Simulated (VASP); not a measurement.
# Mg (P6_3/mmc) in VASP: notebook

Mg is run at these levels: PBEsol; tasks: relaxation of cell and atoms.

Program: VASP 6.6.1. These are calculated values, not measurements. Logs are shortened: lines on timing, memory, paths and dates and some standing lists are left out, and cuts for length are marked.

## (1) The cell of the first run

The structure is hexagonal, space group P6_3/mmc (No. 194). Conventional cell: a = 3.177 Å, b = 3.177 Å, c = 10.319 Å, α = 90.00°, β = 90.00°, γ = 120.00°. Mg (site symmetry -6m2) has 12 Mg at 3.17 to 3.18 Å within 4.2 Å. Within 4.2 Å of Mg (site symmetry -3m) lie 12 Mg at 3.17 to 3.18 Å.

## (2) Relaxation of cell and atoms, PBEsol, target pressure 10 GPa, at which the enthalpy is minimised

INCAR reads:

```
SYSTEM = Mg
  PREC = Accurate
  ENCUT = 600
  EDIFF = 1E-6
  ISMEAR = -1
  SIGMA = 0.05
  LREAL = .False.
  LASPH = .True.
  NELM = 100
  ALGO = Normal
  ISIF = 3
  LWAVE = .False.
  LCHARG = .False.
  GGA = PS
  IBRION = 2
  NSW = 60
  EDIFFG = -0.01
  PSTRESS = 100.0
```

KPOINTS reads:

```
regular mesh
0
Gamma
  10 10 3
  0 0 0
```

POSCAR reads:

```
Mg
1.0
    3.1768261656      0.0000000000      0.0000000000
   -1.5884130828      2.7512121628      0.0000000000
    0.0000000000      0.0000000000     10.3188620100
Mg
4
Direct
    0.6666666667      0.3333333333      0.7500000000
    0.0000000000      0.0000000000      0.5000000000
    0.3333333333      0.6666666667      0.2500000000
    0.0000000000      0.0000000000      0.0000000000
```

Potentials or basis: VASP PAW PBE potentials, release 64 (Mg).

Launch:

```sh
cat potpaw_PBE.64/Mg/POTCAR > POTCAR
mpirun -np 1 vasp_std > vasp.out
```

OUTCAR:

```text
SYSTEM = Mg
   PREC = Accurate
   ENCUT = 600
   EDIFF = 1E-6
   ISMEAR = -1
   LREAL = .False.
   LASPH = .True.
   NELM = 100
   ISIF = 3
   GGA = PS
   IBRION = 2
   NSW = 60
   EDIFFG = -0.01
   PSTRESS = 100.0

 ion  position               nearest neighbor table
   1  0.667  0.333  0.750-   2 3.17   4 3.17   2 3.17   4 3.17   2 3.17   4 3.17
   2  0.000  0.000  0.500-   1 3.17   3 3.17   3 3.17   1 3.17   1 3.17   3 3.17
   3  0.333  0.667  0.250-   2 3.17   4 3.17   2 3.17   4 3.17   2 3.17   4 3.17
   4  0.000  0.000  0.000-   1 3.17   3 3.17   3 3.17   1 3.17   1 3.17   3 3.17

  LATTYP: Found a hexagonal cell.
 ALAT       =     3.1768261656
 C/A-ratio  =     3.2481670296

  Lattice vectors:

 A1 = (   3.1768261656,   0.0000000000,   0.0000000000)
 A2 = (  -1.5884130828,   2.7512121628,   0.0000000000)
 A3 = (   0.0000000000,   0.0000000000,  10.3188620100)

Analysis of symmetry for initial positions (statically):
=====================================================================
 Subroutine PRICEL returns:
 Original cell was already a primitive cell.

 Routine SETGRP: Setting up the symmetry group for a
 hexagonal supercell.

 Subroutine GETGRP returns: Found 24 space group operations
 (whereof 12 operations were pure point group operations)
 out of a pool of 24 trial point group operations.

The static configuration has the point symmetry D_3d.
 The point group associated with its full space group is D_6h.

Analysis of symmetry for dynamics (positions and initial velocities):
=====================================================================
 Subroutine PRICEL returns:
 Original cell was already a primitive cell.

 Routine SETGRP: Setting up the symmetry group for a
 hexagonal supercell.

 Subroutine GETGRP returns: Found 24 space group operations
 (whereof 12 operations were pure point group operations)
 out of a pool of 24 trial point group operations.

The dynamic configuration has the point symmetry D_3d.
 The point group associated with its full space group is D_6h.

 Subroutine INISYM returns: Found 24 space group operations
 (whereof 12 operations are pure point group operations),
 and found     1 'primitive' translations

----------------------------------------------------------------------------------------

                                     Primitive cell

  volume of cell :      90.1881

  direct lattice vectors                    reciprocal lattice vectors
     3.176826166  0.000000000  0.000000000     0.314779578  0.181738074  0.000000000
    -1.588413083  2.751212163  0.000000000     0.000000000  0.363476148  0.000000000
     0.000000000  0.000000000 10.318862010     0.000000000  0.000000000  0.096909911

  length of vectors
     3.176826166  3.176826166 10.318862010     0.363476148  0.363476148  0.096909911

  position of ions in fractional coordinates (direct lattice)
     0.666666667  0.333333333  0.750000000
     0.000000000  0.000000000  0.500000000
     0.333333333  0.666666667  0.250000000
     0.000000000  0.000000000  0.000000000

  ion indices of the primitive-cell ions
   primitive index   ion index
                 1           1
                 2           2
                 3           3
                 4           4

----------------------------------------------------------------------------------------

 KPOINTS: regular mesh

Automatic generation of k-mesh.
 Grid dimensions read from file:
 generate k-points for:   10   10    3

 Generating k-lattice:

  Cartesian coordinates                     Fractional coordinates (reciprocal lattice)
     0.031477958  0.018173807  0.000000000     0.100000000 -0.000000000  0.000000000
     0.000000000  0.036347615  0.000000000     0.000000000  0.100000000  0.000000000
     0.000000000  0.000000000  0.032303304     0.000000000  0.000000000  0.333333333

  Length of vectors
     0.036347615  0.036347615  0.032303304

  Shift w.r.t. Gamma in fractional coordinates (k-lattice)
     0.000000000  0.000000000  0.000000000

 Subroutine IBZKPT returns following result:
 ===========================================

 Found     28 irreducible k-points:

 Following reciprocal coordinates:
            Coordinates               Weight
  0.000000  0.000000  0.000000      1.000000
  0.100000  0.000000  0.000000      6.000000
  0.200000  0.000000  0.000000      6.000000
  0.300000  0.000000  0.000000      6.000000
  0.400000  0.000000  0.000000      6.000000
  0.500000  0.000000  0.000000      3.000000
[... 16 lines left out ...]
  0.300000  0.100000  0.333333     24.000000
  0.400000  0.100000  0.333333     24.000000
 [... further k-points ...]
   k-points           NKPTS =     28   k-points in BZ     NKDIM =     28   number of bands    NBANDS=      8
   number of dos      NEDOS =    301   number of ions     NIONS =      4
   total plane-waves  NPLWV =  65856
   dimension x,y,z NGX =    28 NGY =   28 NGZ =   84
   dimension x,y,z NGXF=    56 NGYF=   56 NGZF=  168
   ions per type =               4
   NGX,Y,Z   is equivalent  to a cutoff of  14.65, 14.65, 13.53 a.u.
   NGXF,Y,Z  is equivalent  to a cutoff of  29.31, 29.31, 27.07 a.u.
 SYSTEM =  Mg
   PREC   = accura    normal or accurate (medium, high low for compatibility)
   ISTART =      0    job   : 0-new  1-cont  2-samecut
   ICHARG =      2    charge: 1-file 2-atom 10-const
   ISPIN  =      1    spin polarized calculation?
   LNONCOLLINEAR =      F non collinear calculations
   LSORBIT =      F    spin-orbit coupling
   LASPH  =      T    aspherical Exc in radial PAW
   ENCUT  =  600.0 eV  44.10 Ry    6.64 a.u.   6.34  6.34 20.61*2*pi/ulx,y,z
   NELM   =    100;   NELMIN=  2; NELMDL= -5     # of ELM steps
   EDIFF  = 0.1E-05   stopping-criterion for ELM
   LREAL  =      F    real-space projection
   EDIFFG = -.1E-01   stopping-criterion for IOM
   NSW    =     60    number of steps for IOM
   IBRION =      2    ionic relax: 0-MD 1-quasi-New 2-CG
   NFREE  =      1    steps in history (QN), initial steepest desc. (CG)
   ISIF   =      3    stress and relaxation
   ISYM   =      2    0-nonsym 1-usesym 2-fastsym
   POTIM  = 0.5000    time-step for ionic-motion
   TEBEG  =    0.0;   TEEND  =   0.0 temperature during run
   PSTRESS=  100.0 pullay stress
   NELECT =       8.0000    total number of electrons
   NUPDOWN=      -1.0000    fix difference up-down
   EMIN   =  10.00;   EMAX   =-10.00  energy-range for DOS
   EFERMI =   0.00;   METHOD = LEGACY
   ISMEAR =    -1;   SIGMA  =   0.05  broadening in eV -4-tet -1-fermi 0-gaus
   EFERMI_NEDOS =   21; number of points for ismear=-14 and -15
   IALGO  =     38    algorithm
   IMIX   =      4    mixing-type and parameters
     AMIX     =   0.40;   BMIX     =  1.00
     AMIX_MAG =   1.60;   BMIX_MAG =  1.00
  volume/ion in A,a.u.               =      22.55       152.15
  Fermi-wavevector in a.u.,A,eV,Ry     =   0.730110  1.379708  7.252733  0.533061
  Thomas-Fermi vector in A             =   1.821999
   LORBIT       =      0    0 simple, 1 ext, 2 COOP (PROOUT), +10 PAW based schemes
   GGA     = PS    functional components
   LHFCALC =     F    Hartree Fock is set to
   AEXX    =    0.0000 exact exchange contribution
   IVDW    =     0    specifies the selected vdW correction
   LEPSILON=     F    determine dielectric tensor
   LRPA    =     F    only Hartree local field effects (RPA)
 conjugate gradient relaxation of ions
 non-spin polarized calculation
  energy-cutoff  :      600.00
  volume of cell :       90.19
 maximum number of plane-waves:      3035
 NGX is ok and might be reduce to    28
   NGX = 13   NGY = 13   NGZ = 41

--------------------------------------- Ionic step        1  -------------------------------------------

 number of electron       8.0000000 magnetization

 Free energy of the ion-electron system (eV)
  ---------------------------------------------------
  ext. energy  EPLUGINS =         0.00000000
  ---------------------------------------------------
  free energy    TOTEN  =        -6.87566322 eV

  energy without entropy =       -6.85724889  energy(sigma->0) =       -6.86645605

------------------------ aborting loop because EDIFF is reached ----------------------------------------

  FORCE on cell =-STRESS in cart. coord.  units (eV):
  Direction    XX          YY          ZZ          XY          YZ          ZX
  --------------------------------------------------------------------------------------
  -------------------------------------------------------------------------------------
  Total       -0.0923753     -0.0923753      0.3985141      0.0000000      0.0000000      0.0000000
  in kB       -1.6410331     -1.6410331      7.0795390      0.0000000      0.0000000      0.0000000
  external PRESSURE =     -98.7341757 kB  Pullay stress =     100.0000000 kB
[... 265 lines left out ...]
  enthalpy is  TOTEN    =        -1.7780052311 eV   P V=        4.6912105641

--------------------------------------- Ionic step        8  -------------------------------------------

 number of electron       8.0000000 magnetization

 Free energy of the ion-electron system (eV)
  ---------------------------------------------------
  ext. energy  EPLUGINS =         0.00000000
  ---------------------------------------------------
  free energy    TOTEN  =        -6.46307948 eV

  energy without entropy =       -6.44271568  energy(sigma->0) =       -6.45289758

 E-fermi :   3.8325     XC(G=0):  -9.1920

 val. band max:        3.8205499667   @ k =   0.4000   0.2000   0.0000
 cond. band min:       3.8383239919   @ k =   0.3000   0.3000   0.3333
 fundamental gap:      0.0177740253
 Fermi energy:         3.8325339265

 k-point     1 :       0.0000    0.0000    0.0000
  band No.  band energies     occupation
      1      -4.1162      2.00000
      2      -2.5333      2.00000
      3      -2.5264      2.00000
      4       1.6988      2.00000
      5       2.4839      2.00000
      6       9.3555      0.00000
      7       9.3679      0.00000
      8      15.9237      0.00000
[... 243 lines left out ...]
 k-point    24 :       0.4000    0.1000    0.3333
  band No.  band energies     occupation
      1       0.6435      2.00000
      2       1.1338      2.00000
      3       2.6539      2.00000
      4       2.8616      2.00000
      5       3.6365      1.96111
      6       4.6225      0.00000
      7       5.3430      0.00000
      8       6.6453      0.00000

 [... further k-points ...]
[... 5 lines left out ...]
  --------------------------------------------------------------------------------------
  -------------------------------------------------------------------------------------
  Total        4.6826422      4.6826422      4.6937648      0.0000000      0.0000000      0.0000000
  in kB       99.9487264     99.9487264    100.1861327      0.0000000      0.0000000      0.0000000
  external PRESSURE =       0.0278618 kB  Pullay stress =     100.0000000 kB
[... 19 lines left out ...]
  FREE ENERGIE OF THE ION-ELECTRON SYSTEM (eV)
  ---------------------------------------------------
  free  energy   TOTEN  =        -6.4630794844 eV

  energy  without entropy=       -6.4427156810  energy(sigma->0) =       -6.45289758

  enthalpy is  TOTEN    =        -1.7780350773 eV   P V=        4.6850444071

 reached required accuracy - stopping structural energy minimisation
```

It took 54 s on 1 thread of Intel Xeon 6975P-C (Granite Rapids), shared host; peak memory 0.25 GiB.

Results:

| Quantity | Value |
| --- | --- |
| Free energy | -6.4631 eV |
| Relaxed volume | 18.77 Å³/atom |
| Relaxed cell | a = 2.988 Å, b = 2.988 Å, c = 9.711 Å, α = 90.00°, β = 90.00°, γ = 120.00° |
| Space group after relaxing (to 0.1 Å) | P6_3/mmc (No. 194) |
| Energy change on relaxing (the run minimises the enthalpy) | +103.1 meV/atom |
| Ionic steps | 8 |
| Pressure after relaxing | 10.0 GPa |
| Band gap on the k mesh | zero (bands 4 and 5 overlap by 1.83 eV) |

Step by step:
| step | energy change (eV) | largest force (eV/Å) | pressure (GPa) | volume (Å³) |
| --- | --- | --- | --- | --- |
| 1 | 0.0000 | 0.0000 | 0.13 | 90.19 |
| 2 | 0.5374 | 0.0000 | 11.90 | 73.24 |
| 3 | 0.4144 | 0.0000 | 10.05 | 75.04 |
| 4 | 0.3967 | 0.0000 | 9.77 | 75.32 |
| 5 | 0.3974 | 0.0000 | 9.78 | 75.31 |
| 6 | 0.3996 | 0.0000 | 9.80 | 75.27 |
| 7 | 0.4064 | 0.0000 | 9.91 | 75.16 |
| 8 | 0.4126 | 0.0000 | 10.00 | 75.06 |

Final structure:
```
CELL_PARAMETERS angstrom
2.98750 0.00000 0.00000
-1.49375 2.58725 0.00000
0.00000 0.00000 9.71128
ATOMIC_POSITIONS crystal
Mg 0.66667 0.33333 0.75000
Mg 0.00000 0.00000 0.50000
Mg 0.33333 0.66667 0.25000
Mg 0.00000 0.00000 0.00000
```

Caveat: the cell is relaxed towards a set pressure, so the run minimises the enthalpy, not the energy; the volume moved by over 15 % at a fixed basis, so the end points are rough; the PAW data sets were made with another functional, which shifts forces and pressure a little.

## (3) Relaxation of cell and atoms, PBEsol, target pressure 20 GPa, at which the enthalpy is minimised

INCAR reads:

```
ALGO = Fast ; EDIFF = 1E-6
EDIFFG = -0.01 ; ENCUT = 600
GGA = PS ; IBRION = 2
ISIF = 3 ; ISMEAR = -1
LASPH = T ; LCHARG = F
LREAL = F ; LWAVE = F
NELM = 80 ; NSW = 60
PREC = Accurate ; PSTRESS = 200.0
SIGMA = 0.05
```

KPOINTS reads:

```
k-points
0
Gamma
  10 10 3
```

POSCAR is that of step 2.

Potentials or basis: VASP PAW PBE potentials, release 64 (Mg).

Launch:

```sh
cat potpaw_PBE.64/Mg/POTCAR > POTCAR
mpirun -np 1 vasp_std > vasp.out
```

Wall time 52 s (1 thread of Intel Xeon 6975P-C (Granite Rapids), shared host); peak memory 0.25 GiB.

The run converged. Its results:

| Item | Value |
| --- | --- |
| Free energy | -5.7353 eV |
| Relaxed volume | 16.77 Å³/atom |
| Relaxed cell | a = 2.878 Å, b = 2.878 Å, c = 9.349 Å, α = 90.00°, β = 90.00°, γ = 120.00° |
| Space group after relaxing (to 0.1 Å) | P6_3/mmc (No. 194) |
| Energy change on relaxing (the run minimises the enthalpy) | +285.1 meV/atom |
| Ionic steps | 7 |
| Pressure after relaxing | 20.0 GPa |
| Band gap on the k mesh | zero (bands 4 and 5 overlap by 1.79 eV) |

The path:
```csv
step,energy change (eV),largest force (eV/Å),pressure (GPa),volume (Å³)
1,0.0000,0.0000,0.13,90.19
2,2.6753,0.0000,38.30,58.38
3,1.1294,0.0000,19.84,67.16
4,1.1816,0.0000,20.50,66.75
5,1.1215,0.0000,19.75,67.22
6,1.1332,0.0000,19.89,67.13
7,1.1404,0.0000,19.98,67.07
```

Final structure:
```xyz
4
Lattice="2.8783 0.0000 0.0000 -1.4391 2.4926 0.0000 0.0000 0.0000 9.3487" Properties=species:S:1:pos:R:3 pbc="T T T"
Mg    1.4391    0.8309    7.0116
Mg    0.0000    0.0000    4.6744
Mg    0.0000    1.6618    2.3372
Mg    0.0000    0.0000    0.0000
```

Levels at points of the mesh, in eV from the Fermi level:
```csv
k point,band 1,band 2,band 3,band 4,band 5,band 6,band 7,band 8
"(0.00, 0.00, 0.00)",-8.49,-6.78,-6.77,-2.31,-1.33,5.92,5.93,12.80
"(0.50, 0.00, 0.00)",-2.76,-2.61,-1.54,-1.35,-0.63,-0.47,3.02,3.08
```

Caveat: the cell is relaxed towards a set pressure, so the run minimises the enthalpy, not the energy; the volume moved by over 15 % at a fixed basis, so the end points are rough; the PAW data sets were made with another functional, which shifts forces and pressure a little.
